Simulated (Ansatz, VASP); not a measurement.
## Pt in VASP and in Ansatz

File INCAR:

```
PREC = Accurate
ENCUT = 500
EDIFF = 1E-6
ISMEAR = -1
SIGMA = 0.0256
LREAL = F
LASPH = T
NELM = 120
ALGO = Normal
ISIF = 2
LWAVE = F
LCHARG = F
GGA = PE
NBANDS = 11
GGA_COMPAT = F
```

KPOINTS

```
regular mesh
0
Gamma
  14 14 14
```

File POSCAR:

```
Pt
1.0
    0.0000000000      2.0600920000      2.0600920000
    2.0600920000      0.0000000000      2.0600920000
    2.0600920000      2.0600920000      0.0000000000
Pt
1
Direct
    0.0000000000      0.0000000000      0.0000000000
```

Input for Ansatz:

```yaml
crystal:
  lattice:
    - [0.0, 2.060092, 2.060092]
    - [2.060092, 0.0, 2.060092]
    - [2.060092, 2.060092, 0.0]
  atoms:
    - { symbol: Pt, position: [0.0, 0.0, 0.0] }
  symmetry: { tolerance: 0.0003 }
kpoints:
  mp_grid: { grid: [14, 14, 14], shift: [0, 0, 0] }
  band_path:
    path:
      - [0.0, 0.0, 0.0]
      - [0.5, 0.0, 0.5]
      - [0.625, 0.25, 0.625]
      - [0.375, 0.375, 0.75]
      - [0.0, 0.0, 0.0]
      - [0.5, 0.5, 0.5]
      - [0.5, 0.25, 0.75]
      - [0.5, 0.0, 0.5]
    npoints: 8
magnetization:
  spin_polarized: false
scf:
  occupations: { method: fermi_dirac, width: 0.0256 }
  lower_state_search: "off"
  max_iter: 200
hamiltonian:
  pseudopotentials: { kind: paw }
  xc: pbe
basis:
  ecutwfc: 420
  fft_grid_basis: typed
output:
  forces: true
  stress: true
  eigenvalues: true
  bader: true
  populations: true
  elf: true
  write_potential: true
  volumetric_format: npy
  dos:
    e_range: [-12, 8]
    de: 0.05
    projected: { site_lists: { Pt: [Pt] } }
checkpoint:
  read: saved_state
```

Alike in both runs: task single point; functional PBE; k mesh 14 × 14 × 14; occupations fermi-dirac, width 0.0256 eV; no spin polarisation.

|  | VASP | Ansatz |
| --- | --- | --- |
| version | VASP 6.6.1 | Ansatz 0.2.0 |
| potentials or method | VASP PAW PBE potentials, release 64 (Pt), cutoff 500 eV | PAW plane waves |
| valence electrons in the cell | 10 | 18 |

|  | VASP | Ansatz | Ansatz less VASP |
| --- | --- | --- | --- |
| pressure (GPa) | -20.7 | -20.4 | +0.29 |

VASP's potentials hold 10 valence electrons a cell and Ansatz's 18, so a difference there can come from the potentials and not from the codes.

Spin-orbit coupling is off throughout.
